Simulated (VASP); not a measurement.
# Bi2Se3 (R-3m) in VASP: further runs

The runs below take Bi2Se3 through relaxation of shape and atoms at fixed volume, with LDA.

Program: VASP 6.6.1. These are calculated values, not measurements. Logs are shortened: lines on timing, memory, paths and dates and some standing lists are left out, and cuts for length are marked.

### 1 The cell of the first run

It takes space group R-3m (No. 166, trigonal). Conventional cell: a = 4.074 Å, b = 4.074 Å, c = 27.716 Å, α = 90.00°, β = 90.00°, γ = 120.00°. Bi (site symmetry 3m) has 6 Se at 2.82 to 3.01 Å within 3.7 Å. Within 4.2 Å of Se (site symmetry -3m) lie 6 Bi at 3.01 Å and 12 Se at 4.07 to 4.17 Å. Se (site symmetry 3m) has 3 Bi at 2.82 Å and 3 Se at 3.33 Å within 3.7 Å.

### 2 Relaxation of shape and atoms at fixed volume, LDA (26.56 Å³/atom)

INCAR

```
PREC = Accurate
ENCUT = 600
EDIFF = 1E-7
ISMEAR = 0
SIGMA = 0.05
LREAL = False
LASPH = True
NELM = 60
ALGO = Normal
ISIF = 4
LWAVE = False
LCHARG = False
IBRION = 2
NSW = 60
EDIFFG = -0.01
```

KPOINTS

```
regular mesh
0
Gamma
  6 6 6
```

POSCAR

```
Bi2Se3
1.0
    2.0370476747      1.1760900233      9.2385981726
   -2.0370476747      1.1760900233      9.2385981726
    0.0000000000     -2.3521800466      9.2385981727
Bi Se
2 3
Direct
    0.4012670174      0.4012670174      0.4012670174
    0.5987329826      0.5987329826      0.5987329826
    0.0000000000      0.0000000000      0.0000000000
    0.2092022294      0.2092022294      0.2092022294
    0.7907977706      0.7907977706      0.7907977706
```

Potentials or basis: VASP PAW LDA potentials, release 64 (Bi_d, Se).

On the command line:

```bash
cat potpaw_LDA.64/Bi_d/POTCAR potpaw_LDA.64/Se/POTCAR > POTCAR
mpirun -np 1 vasp_std > vasp.out
```

OUTCAR:

```text
PREC = Accurate
   ENCUT = 600
   EDIFF = 1E-7
   ISMEAR = 0
   LREAL = False
   LASPH = True
   NELM = 60
   ISIF = 4
   IBRION = 2
   NSW = 60
   EDIFFG = -0.01

 ion  position               nearest neighbor table
   1  0.401  0.401  0.401-   5 2.82   5 2.82   5 2.82   3 3.01   3 3.01   3 3.01
   2  0.599  0.599  0.599-   4 2.82   4 2.82   4 2.82   3 3.01   3 3.01   3 3.01
   3  0.000  0.000  0.000-   2 3.01   1 3.01   2 3.01   2 3.01   1 3.01   1 3.01
   4  0.209  0.209  0.209-   2 2.82   2 2.82   2 2.82
   5  0.791  0.791  0.791-   1 2.82   1 2.82   1 2.82

  LATTYP: Found a trigonal (rhomboedric) cell.
 ALAT       =     9.5333334761
 COS(alpha) =     0.9086848552

  Lattice vectors:

 A1 = (   2.0370476747,   1.1760900233,   9.2385981726)
 A2 = (  -2.0370476747,   1.1760900233,   9.2385981726)
 A3 = (   0.0000000000,  -2.3521800466,   9.2385981727)

Analysis of symmetry for initial positions (statically):
=====================================================================
 Subroutine PRICEL returns:
 Original cell was already a primitive cell.

 Routine SETGRP: Setting up the symmetry group for a
 trigonal (rhombohedral) supercell.

 Subroutine GETGRP returns: Found 12 space group operations
 (whereof 12 operations were pure point group operations)
 out of a pool of 12 trial point group operations.

The static configuration has the point symmetry D_3d.

Analysis of symmetry for dynamics (positions and initial velocities):
=====================================================================
 Subroutine PRICEL returns:
 Original cell was already a primitive cell.

 Routine SETGRP: Setting up the symmetry group for a
 trigonal (rhombohedral) supercell.

 Subroutine GETGRP returns: Found 12 space group operations
 (whereof 12 operations were pure point group operations)
 out of a pool of 12 trial point group operations.

The dynamic configuration has the point symmetry D_3d.

 Subroutine INISYM returns: Found 12 space group operations
 (whereof 12 operations are pure point group operations),
 and found     1 'primitive' translations

----------------------------------------------------------------------------------------

                                     Primitive cell

  volume of cell :     132.8003

  direct lattice vectors                    reciprocal lattice vectors
     2.037047675  1.176090023  9.238598173     0.245453264  0.141712508  0.036080510
    -2.037047675  1.176090023  9.238598173    -0.245453264  0.141712508  0.036080510
     0.000000000 -2.352180047  9.238598173     0.000000000 -0.283425016  0.036080510

  length of vectors
     9.533333476  9.533333476  9.533333476     0.285712343  0.285712343  0.285712343

  position of ions in fractional coordinates (direct lattice)
     0.401267017  0.401267017  0.401267017
     0.598732983  0.598732983  0.598732983
     0.000000000  0.000000000  0.000000000
     0.209202229  0.209202229  0.209202229
     0.790797771  0.790797771  0.790797771

  ion indices of the primitive-cell ions
   primitive index   ion index
                 1           1
                 2           2
                 3           3
                 4           4
                 5           5

----------------------------------------------------------------------------------------

 KPOINTS: regular mesh

Automatic generation of k-mesh.
 Grid dimensions read from file:
 generate k-points for:    6    6    6

 Generating k-lattice:

  Cartesian coordinates                     Fractional coordinates (reciprocal lattice)
     0.040908877  0.023618751  0.006013418     0.166666667  0.000000000  0.000000000
    -0.040908877  0.023618751  0.006013418     0.000000000  0.166666667  0.000000000
     0.000000000 -0.047237503  0.006013418     0.000000000  0.000000000  0.166666667

  Length of vectors
     0.047618724  0.047618724  0.047618724

  Shift w.r.t. Gamma in fractional coordinates (k-lattice)
     0.000000000  0.000000000  0.000000000

 Subroutine IBZKPT returns following result:
 ===========================================

 Found     32 irreducible k-points:

 Following reciprocal coordinates:
            Coordinates               Weight
  0.000000  0.000000  0.000000      1.000000
  0.166667 -0.000000 -0.000000      6.000000
  0.333333 -0.000000 -0.000000      6.000000
  0.500000 -0.000000 -0.000000      3.000000
  0.166667  0.166667 -0.000000      6.000000
  0.333333  0.166667  0.000000     12.000000
[... 16 lines left out ...]
  0.500000  0.500000  0.166667      6.000000
 -0.333333  0.500000  0.166667     12.000000
 [... further k-points ...]
   k-points           NKPTS =     32   k-points in BZ     NKDIM =     32   number of bands    NBANDS=     28
   number of dos      NEDOS =    301   number of ions     NIONS =      5
   total plane-waves  NPLWV = 512000
   dimension x,y,z NGX =    80 NGY =   80 NGZ =   80
   dimension x,y,z NGXF=   160 NGYF=  160 NGZF=  160
   ions per type =               2   3
   NGX,Y,Z   is equivalent  to a cutoff of  13.95, 13.95, 13.95 a.u.
   NGXF,Y,Z  is equivalent  to a cutoff of  27.90, 27.90, 27.90 a.u.
 SYSTEM =  unknown system
   PREC   = accura    normal or accurate (medium, high low for compatibility)
   ISTART =      0    job   : 0-new  1-cont  2-samecut
   ICHARG =      2    charge: 1-file 2-atom 10-const
   ISPIN  =      1    spin polarized calculation?
   LNONCOLLINEAR =      F non collinear calculations
   LSORBIT =      F    spin-orbit coupling
   LASPH  =      T    aspherical Exc in radial PAW
   ENCUT  =  600.0 eV  44.10 Ry    6.64 a.u.  19.04 19.04 19.04*2*pi/ulx,y,z
   NELM   =     60;   NELMIN=  2; NELMDL= -5     # of ELM steps
   EDIFF  = 0.1E-06   stopping-criterion for ELM
   LREAL  =      F    real-space projection
   EDIFFG = -.1E-01   stopping-criterion for IOM
   NSW    =     60    number of steps for IOM
   IBRION =      2    ionic relax: 0-MD 1-quasi-New 2-CG
   NFREE  =      1    steps in history (QN), initial steepest desc. (CG)
   ISIF   =      4    stress and relaxation
   ISYM   =      2    0-nonsym 1-usesym 2-fastsym
   POTIM  = 0.5000    time-step for ionic-motion
   TEBEG  =    0.0;   TEEND  =   0.0 temperature during run
   PSTRESS=    0.0 pullay stress
   NELECT =      48.0000    total number of electrons
   NUPDOWN=      -1.0000    fix difference up-down
   EMIN   =  10.00;   EMAX   =-10.00  energy-range for DOS
   EFERMI =   0.00;   METHOD = LEGACY
   ISMEAR =     0;   SIGMA  =   0.05  broadening in eV -4-tet -1-fermi 0-gaus
   EFERMI_NEDOS =   21; number of points for ismear=-14 and -15
   IALGO  =     38    algorithm
   IMIX   =      4    mixing-type and parameters
     AMIX     =   0.40;   BMIX     =  1.00
     AMIX_MAG =   1.60;   BMIX_MAG =  1.00
  volume/ion in A,a.u.               =      26.56       179.24
  Fermi-wavevector in a.u.,A,eV,Ry     =   1.166153  2.203710 18.502738  1.359913
  Thomas-Fermi vector in A             =   2.302670
   LORBIT       =      0    0 simple, 1 ext, 2 COOP (PROOUT), +10 PAW based schemes
   GGA     = CA    functional components
   LHFCALC =     F    Hartree Fock is set to
   AEXX    =    0.0000 exact exchange contribution
   IVDW    =     0    specifies the selected vdW correction
   LEPSILON=     F    determine dielectric tensor
   LRPA    =     F    only Hartree local field effects (RPA)
 conjugate gradient relaxation of ions
 non-spin polarized calculation
 Gauss-broadening in eV      SIGMA  =   0.05
  energy-cutoff  :      600.00
  volume of cell :      132.80
 maximum number of plane-waves:      4447
 NGX is ok and might be reduce to    80
   NGX = 39   NGY = 39   NGZ = 39

--------------------------------------- Ionic step        1  -------------------------------------------

 number of electron      48.0000003 magnetization

 Free energy of the ion-electron system (eV)
  ---------------------------------------------------
  ext. energy  EPLUGINS =         0.00000000
  ---------------------------------------------------
  free energy    TOTEN  =       -23.41685764 eV

  energy without entropy =      -23.41666844  energy(sigma->0) =      -23.41676304

------------------------ aborting loop because EDIFF is reached ----------------------------------------

  FORCE on cell =-STRESS in cart. coord.  units (eV):
  Direction    XX          YY          ZZ          XY          YZ          ZX
  --------------------------------------------------------------------------------------
  -------------------------------------------------------------------------------------
  Total        1.4175286      1.4175286      1.3786674      0.0000000     -0.0000000      0.0000000
  in kB       17.1018587     17.1018587     16.6330157      0.0000000     -0.0000000      0.0000000
  external PRESSURE =      16.9455777 kB  Pullay stress =       0.0000000 kB

 VOLUME and BASIS-vectors are now :
 -----------------------------------------------------------------------------
  energy-cutoff  :      600.00
  volume of cell :      132.80
      direct lattice vectors                 reciprocal lattice vectors
     2.037047675  1.176090023  9.238598173     0.245453264  0.141712508  0.036080510
    -2.037047675  1.176090023  9.238598173    -0.245453264  0.141712508  0.036080510
     0.000000000 -2.352180047  9.238598173     0.000000000 -0.283425016  0.036080510
[... 157 lines left out ...]
 POSITION                                       TOTAL-FORCE (eV/Angst)
 -----------------------------------------------------------------------------------
      0.00000     -0.00000     11.09294         0.000000     -0.000000      0.018256
      0.00000     -0.00000     16.52590         0.000000      0.000000     -0.018256
     -0.00000      0.00000      0.00000         0.000000      0.000000     -0.000000
      0.00000     -0.00000      5.74501         0.000000      0.000000     -0.007349
      0.00000     -0.00000     21.87384         0.000000     -0.000000      0.007349
 -----------------------------------------------------------------------------------
    total drift:                                0.000000      0.000000     -0.000000

  FREE ENERGIE OF THE ION-ELECTRON SYSTEM (eV)
  ---------------------------------------------------
  free  energy   TOTEN  =       -23.4226880889 eV

  energy  without entropy=      -23.4225362569  energy(sigma->0) =      -23.42261217

--------------------------------------- Ionic step        6  -------------------------------------------

 number of electron      47.9999999 magnetization

 Free energy of the ion-electron system (eV)
  ---------------------------------------------------
  ext. energy  EPLUGINS =         0.00000000
  ---------------------------------------------------
  free energy    TOTEN  =       -23.42284391 eV

  energy without entropy =      -23.42269440  energy(sigma->0) =      -23.42276916

 E-fermi :   5.7684     XC(G=0): -10.1210

 val. band max:        5.7310752853   @ k =   0.0000   0.0000   0.0000
 cond. band min:       5.8057671107   @ k =   0.0000   0.0000   0.0000
 fundamental gap:      0.0746918254
 Fermi energy:         5.7684211973

 k-point     1 :       0.0000    0.0000    0.0000
  band No.  band energies     occupation
      1     -17.4440      2.00000
      2     -17.4440      2.00000
      3     -17.4413      2.00000
      4     -17.4413      2.00000
      5     -17.4232      2.00000
      6     -17.4198      2.00000
[... 20 lines left out ...]
     27       6.8394      0.00000
[... 691 lines left out ...]
      6     -17.4204      2.00000
[... 20 lines left out ...]
     27       7.7134      0.00000
     28       9.3887      0.00000

 [... further k-points ...]

------------------------ aborting loop because EDIFF is reached ----------------------------------------

  FORCE on cell =-STRESS in cart. coord.  units (eV):
  Direction    XX          YY          ZZ          XY          YZ          ZX
  --------------------------------------------------------------------------------------
  -------------------------------------------------------------------------------------
  Total        0.9437937      0.9437937      0.9042002     -0.0000000     -0.0000000      0.0000000
  in kB       11.3864556     11.3864556     10.9087779     -0.0000000     -0.0000000      0.0000000
  external PRESSURE =      11.2272297 kB  Pullay stress =       0.0000000 kB

 VOLUME and BASIS-vectors are now :
 -----------------------------------------------------------------------------
  energy-cutoff  :      600.00
  volume of cell :      132.80
      direct lattice vectors                 reciprocal lattice vectors
     2.041562089  1.178696421  9.197785558     0.244910504  0.141399145  0.036240607
    -2.041562089  1.178696421  9.197785558    -0.244910504  0.141399145  0.036240607
     0.000000000 -2.357392843  9.197785558     0.000000000 -0.282798291  0.036240607

 POSITION                                       TOTAL-FORCE (eV/Angst)
 -----------------------------------------------------------------------------------
      0.00000     -0.00000     11.08754         0.000000      0.000000     -0.002742
      0.00000     -0.00000     16.50582         0.000000     -0.000000      0.002742
     -0.00000      0.00000      0.00000         0.000000      0.000000      0.000000
      0.00000     -0.00000      5.73431         0.000000     -0.000000      0.001184
      0.00000     -0.00000     21.85905         0.000000      0.000000     -0.001184
 -----------------------------------------------------------------------------------
    total drift:                                0.000000      0.000000     -0.000000

  FREE ENERGIE OF THE ION-ELECTRON SYSTEM (eV)
  ---------------------------------------------------
  free  energy   TOTEN  =       -23.4228439130 eV

  energy  without entropy=      -23.4226943983  energy(sigma->0) =      -23.42276916

 reached required accuracy - stopping structural energy minimisation
```

It took 36 min on 1 thread of AMD EPYC 9R45 (Zen 5), shared host; peak memory 0.68 GiB.

Results:

| Property | Result |
| --- | --- |
| Free energy | -23.4228 eV |
| Energy gained by relaxing | 1.2 meV/atom |
| Ionic steps | 6 |
| Pressure after relaxing | 1.1 GPa |
| Band gap on the k mesh | 0.07 eV |

Forces in eV/Å, atoms in the order of the input:
```
Bi   0.000  0.000 -0.003
Bi   0.000  0.000  0.003
Se   0.000  0.000  0.000
Se   0.000  0.000  0.001
Se   0.000  0.000 -0.001
```

Step by step:
```csv
step,energy change (eV),largest force (eV/Å),pressure (GPa),volume (Å³)
1,0.0000,0.1796,1.69,132.80
2,-0.0025,0.0952,1.52,132.80
3,-0.0031,0.0906,1.38,132.80
4,-0.0041,0.0724,1.33,132.80
5,-0.0058,0.0183,1.18,132.80
6,-0.0060,0.0027,1.12,132.80
```

Final structure:
```cif
data_structure
_symmetry_space_group_name_H-M 'P 1'
_symmetry_Int_Tables_number 1
_cell_length_a 9.4951
_cell_length_b 9.4951
_cell_length_c 9.4951
_cell_angle_alpha 24.833
_cell_angle_beta 24.833
_cell_angle_gamma 24.833
_cell_volume 132.80
loop_
_atom_site_label
_atom_site_type_symbol
_atom_site_fract_x
_atom_site_fract_y
_atom_site_fract_z
_atom_site_occupancy
Bi1 Bi 0.40182 0.40182 0.40182 1
Bi2 Bi 0.59818 0.59818 0.59818 1
Se1 Se 0.00000 0.00000 0.00000 1
Se2 Se 0.20781 0.20781 0.20781 1
Se3 Se 0.79219 0.79219 0.79219 1
```

Caveat: spin-orbit coupling is left out, which moves the levels of the heavy elements.

(Continued in part 2 of 2.)
